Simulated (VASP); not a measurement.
# MgCd2O3 (P1) in VASP: single point with PBE

Aim: the single point of MgCd2O3 with PBE.

All numbers are computed with VASP 6.6.1; they aren't measurements. Logs are shortened: lines on timing, memory, paths and dates and some standing lists are left out, and cuts for length are marked.

## Step 1: The cell of the first run

The typed cell holds 12 atoms: a = 5.564 Å, b = 6.125 Å, c = 6.140 Å, α = 119.93°, β = 90.02°, γ = 89.97°.

## Step 2: Single point, PBE

INCAR

```
SYSTEM = MgCd2O3
PREC = Accurate ; ENCUT = 520
EDIFF = 1E-6 ; ISMEAR = 0
SIGMA = 0.1 ; LREAL = .False.
LASPH = .True. ; NELM = 60
ALGO = Normal ; ISIF = 2
LWAVE = .False. ; LCHARG = .False.
GGA = PE ; NBANDS = 56
```

KPOINTS

```
Automatic mesh
0
Gamma
  4 4 4
  0 0 0
```

POSCAR

```
MgCd2O3
1.0
    0.0000038405      0.0014565687     -5.5636472939
   -0.0006497495      6.1254214827     -0.0016345387
    5.3215559814     -3.0632667832      0.0008144043
Mg Cd O
2 4 6
Direct
    0.9958346181      0.1609418900      0.9999948582
    0.4958609452      0.8390813579      1.0000056679
    0.5035477014      0.1648185292      0.6745610885
    0.5035500877      0.4903094210      0.3254944876
    0.0035651410      0.8352373420      0.3254464860
    0.0035655962      0.5097511285      0.6745068567
    0.0991567772      0.1672912937      0.6930032677
    0.0991546251      0.4743236492      0.3070457114
    0.6387108564      0.1366939186      0.9999800088
    0.5991674837      0.5256296089      0.6929373111
    0.5991688921      0.8326797521      0.3070104913
    0.1387172759      0.8632421089      1.0000137649
```

Potentials or basis: VASP PAW PBE potentials, release 64 (Mg, Cd, O).

Started as:

```console
> cat potpaw_PBE.64/Mg/POTCAR potpaw_PBE.64/Cd/POTCAR potpaw_PBE.64/O/POTCAR > POTCAR
> mpirun -np 1 vasp_std > vasp.out
```

OUTCAR:

```text
SYSTEM = MgCd2O3
   PREC = Accurate
   ENCUT = 520
   EDIFF = 1E-6
   ISMEAR = 0
   LREAL = .False.
   LASPH = .True.
   NELM = 60
   ISIF = 2
   GGA = PE

 ion  position               nearest neighbor table
   1  0.996  0.161  1.000-  12 1.99   8 1.99   7 1.99   9 1.99   4 3.40   3 3.40   2 3.41   2 3.41
                             6 3.46   5 3.46   3 3.47   4 3.47   5 3.58   6 3.58   6 3.59   5 3.59
   2  0.496  0.839  0.000-   9 1.99  10 1.99  11 1.99  12 1.99   6 3.40   5 3.40   1 3.41   1 3.41
                             4 3.46   3 3.46   6 3.47   5 3.47   3 3.58   4 3.58   4 3.59   3 3.59
   3  0.504  0.165  0.675-   9 2.22  10 2.22  11 2.22   7 2.25   1 3.40   2 3.46   4 3.46   1 3.47
                             5 3.48   5 3.48   6 3.49   6 3.49   2 3.58   4 3.58   4 3.58   2 3.59
   4  0.504  0.490  0.325-   9 2.22  10 2.22  11 2.22   8 2.25   1 3.40   2 3.46   3 3.46   1 3.47
                             6 3.48   6 3.48   5 3.49   5 3.49   2 3.58   3 3.58   3 3.58   2 3.59
   5  0.004  0.835  0.325-  12 2.22   8 2.22   7 2.22  11 2.25   2 3.40   1 3.46   6 3.46   2 3.47
                             3 3.48   3 3.48   4 3.49   4 3.49   1 3.58   6 3.58   6 3.58   1 3.59
   6  0.004  0.510  0.675-  12 2.22   7 2.22   8 2.22  10 2.25   2 3.40   1 3.46   5 3.46   2 3.47
                             4 3.48   4 3.48   3 3.49   3 3.49   1 3.58   5 3.58   5 3.58   1 3.59
   7  0.099  0.167  0.693-   1 1.99   6 2.22   5 2.22   3 2.25
   8  0.099  0.474  0.307-   1 1.99   5 2.22   6 2.22   4 2.25
   9  0.639  0.137  1.000-   2 1.99   1 1.99   3 2.22   4 2.22
  10  0.599  0.526  0.693-   2 1.99   4 2.22   3 2.22   6 2.25
  11  0.599  0.833  0.307-   2 1.99   4 2.22   3 2.22   5 2.25
  12  0.139  0.863  0.000-   1 1.99   2 1.99   6 2.22   5 2.22

  LATTYP: Found a triclinic cell.
 ALAT       =    10.6168117233
 B/A-ratio  =     0.5769549178
 C/A-ratio  =     1.1311314747
 COS(alpha) =     0.0000583085
 COS(beta)  =     0.4442245272
 COS(gamma) =     0.8653268378

  Lattice vectors:

 A1 = (  -5.3202564824,  -9.1875761822,   0.0024546731)
 A2 = (   0.0006497495,  -6.1254214827,   0.0016345387)
 A3 = ( -10.6424660538,  -0.0003444850,   5.5636530240)

Analysis of symmetry for initial positions (statically):
=====================================================================
 Subroutine PRICEL returns:
 Original cell was already a primitive cell.

 Routine SETGRP: Setting up the symmetry group for a
 triclinic supercell.

 Subroutine GETGRP returns: Found  1 space group operations
 (whereof  1 operations were pure point group operations)
 out of a pool of  2 trial point group operations.

The static configuration has the point symmetry C_1 .

[... 148 lines left out ...]
   EFERMI_NEDOS =   21; number of points for ismear=-14 and -15
   IALGO  =     38    algorithm
   IMIX   =      4    mixing-type and parameters
     AMIX     =   0.40;   BMIX     =  1.00
     AMIX_MAG =   1.60;   BMIX_MAG =  1.00
  volume/ion in A,a.u.               =      15.11       101.98
  Fermi-wavevector in a.u.,A,eV,Ry     =   1.286471  2.431077 22.517729  1.655006
  Thomas-Fermi vector in A             =   2.418543
   LORBIT       =      0    0 simple, 1 ext, 2 COOP (PROOUT), +10 PAW based schemes
   GGA     = PE    functional components
   LHFCALC =     F    Hartree Fock is set to
   AEXX    =    0.0000 exact exchange contribution
   IVDW    =     0    specifies the selected vdW correction
   LEPSILON=     F    determine dielectric tensor
   LRPA    =     F    only Hartree local field effects (RPA)
 non-spin polarized calculation
 Gauss-broadening in eV      SIGMA  =   0.10
  energy-cutoff  :      520.00
  volume of cell :      181.35
 maximum number of plane-waves:      4908
 NGX is ok and might be reduce to    42
   NGX = 21   NGY = 23   NGZ = 23

 number of electron      88.0000010 magnetization

 Free energy of the ion-electron system (eV)
  ---------------------------------------------------
  ext. energy  EPLUGINS =         0.00000000
  ---------------------------------------------------
  free energy    TOTEN  =       -54.41554918 eV

  energy without entropy =      -54.41554918  energy(sigma->0) =      -54.41554918

 E-fermi :   0.7018     XC(G=0):  -9.9671

 val. band max:        0.2821648272   @ k =   0.0000   0.0000   0.0000
 cond. band min:       1.1255407651   @ k =   0.0000   0.0000   0.0000
 fundamental gap:      0.8433759379
 Fermi energy:         0.7017644929

 k-point     1 :       0.0000    0.0000    0.0000
  band No.  band energies     occupation
      1     -16.0872      2.00000
      2     -15.7134      2.00000
      3     -15.6364      2.00000
      4     -15.6326      2.00000
      5     -15.6165      2.00000
      6     -15.5919      2.00000
[... 1405 lines left out ...]
     55       9.5419      0.00000
     56       9.9263      0.00000

 [... further k-points ...]

------------------------ aborting loop because EDIFF is reached ----------------------------------------

  FORCE on cell =-STRESS in cart. coord.  units (eV):
  Direction    XX          YY          ZZ          XY          YZ          ZX
  --------------------------------------------------------------------------------------
  -------------------------------------------------------------------------------------
  Total        0.8182265      0.8970683      0.7341281      0.0057352      0.0171824     -0.0003595
  in kB        7.2289710      7.9255322      6.4859672      0.0506704      0.1518048     -0.0031764
  external PRESSURE =       7.2134901 kB  Pullay stress =       0.0000000 kB

 VOLUME and BASIS-vectors are now :
 -----------------------------------------------------------------------------
  energy-cutoff  :      520.00
  volume of cell :      181.35
      direct lattice vectors                 reciprocal lattice vectors
     0.000003840  0.001456569 -5.563647294    -0.000000102 -0.000047962 -0.179738222
    -0.000649749  6.125421483 -0.001634539     0.093980279  0.163264052  0.000042808
     5.321555981 -3.063266783  0.000814404     0.187926439  0.000019934  0.000000135

 POSITION                                       TOTAL-FORCE (eV/Angst)
 -----------------------------------------------------------------------------------
      5.32143     -2.07596     -5.53992        -0.000065     -0.000749     -0.000397
     -0.00051      5.14043     -2.76017        -0.000068      0.001227     -0.000350
      3.58961     -1.05604     -2.80128         0.001895     -0.002680     -0.001788
      1.73182      2.00701     -2.80211        -0.002244     -0.003065     -0.001691
      1.73134      4.11926     -0.02094        -0.002345      0.003430     -0.001655
      3.58909      1.05625     -0.02012         0.002237      0.003332     -0.001534
      3.68775     -1.09798     -0.55138         0.087352     -0.052944      0.033880
      1.63365      1.96501     -0.55219        -0.087296     -0.052909      0.033697
      5.32136     -2.22497     -3.55297         0.000272     -0.095245     -0.063820
      3.68717      1.09792     -3.33385         0.087340      0.052467      0.033684
      1.63323      4.16093     -3.33468        -0.087253      0.052548      0.033740
     -0.00049      5.28788     -0.77318         0.000176      0.094587     -0.063767
 -----------------------------------------------------------------------------------
    total drift:                               -0.000001      0.000031      0.002476

  FREE ENERGIE OF THE ION-ELECTRON SYSTEM (eV)
  ---------------------------------------------------
  free  energy   TOTEN  =       -54.4155491757 eV

  energy  without entropy=      -54.4155491757  energy(sigma->0) =      -54.41554918
```

Wall time 4.2 min (1 thread of Intel Xeon 6975P-C (Granite Rapids), shared host); peak memory 0.47 GiB.

Results:

```
Free energy            : -54.4155 eV
Pressure               : 0.7 GPa
Largest force          : 0.115 eV/Å
Band gap on the k mesh : 0.84 eV
```

Forces in eV/Å, atoms in the order of the input:
```
Mg   0.000 -0.001  0.000
Mg   0.000  0.001  0.000
Cd   0.002 -0.003 -0.002
Cd  -0.002 -0.003 -0.002
Cd  -0.002  0.003 -0.002
Cd   0.002  0.003 -0.002
O    0.087 -0.053  0.034
O   -0.087 -0.053  0.034
O    0.000 -0.095 -0.064
O    0.087  0.052  0.034
O   -0.087  0.053  0.034
O    0.000  0.095 -0.064
```
